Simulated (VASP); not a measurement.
## W: single point with LDA

W:

```
CELL_PARAMETERS angstrom
0.00000 2.85716 2.85716
2.85716 0.00000 2.85716
2.85716 2.85716 0.00000
ATOMIC_POSITIONS crystal
W 0.00000 0.00000 0.00000
W 0.25000 0.25000 0.25000
```

```yaml
Program: VASP 6.6.1
Task: single point
Functional: LDA
Potentials_or_basis: VASP PAW LDA potentials, release 64 (W_sv)
Cutoff: 520 eV
k_mesh: 8 × 8 × 8
Occupations: fermi-dirac, width 0.136057 eV
Spin: no spin polarisation
```

```
Pressure               : 1.2 GPa
Band gap on the k mesh : zero (band 14 reaches 6.06 eV, above the bottom of band 15 at 5.28 eV)
```

Levels at points of the mesh, in eV from the Fermi level:
| k point | band 12 | band 13 | band 14 | band 15 | band 16 | band 17 |
| --- | --- | --- | --- | --- | --- | --- |
| (0.00, 0.00, 0.00) | -1.16 | -1.16 | -1.16 | 1.58 | 1.58 | 1.58 |
| (0.50, 0.00, 0.00) | -1.88 | -1.38 | -1.38 | -0.30 | 2.83 | 2.83 |
| (0.50, 0.50, 0.00) | -1.29 | -1.20 | -1.20 | 1.01 | 1.01 | 4.89 |

Run time: 14 s on 1 thread of Intel(R) Xeon(R) Platinum 8488C (Sapphire Rapids), on a shared host, peak memory 0.15 GiB.

Caveat: spin-orbit coupling is left out, which moves the levels of the heavy elements.
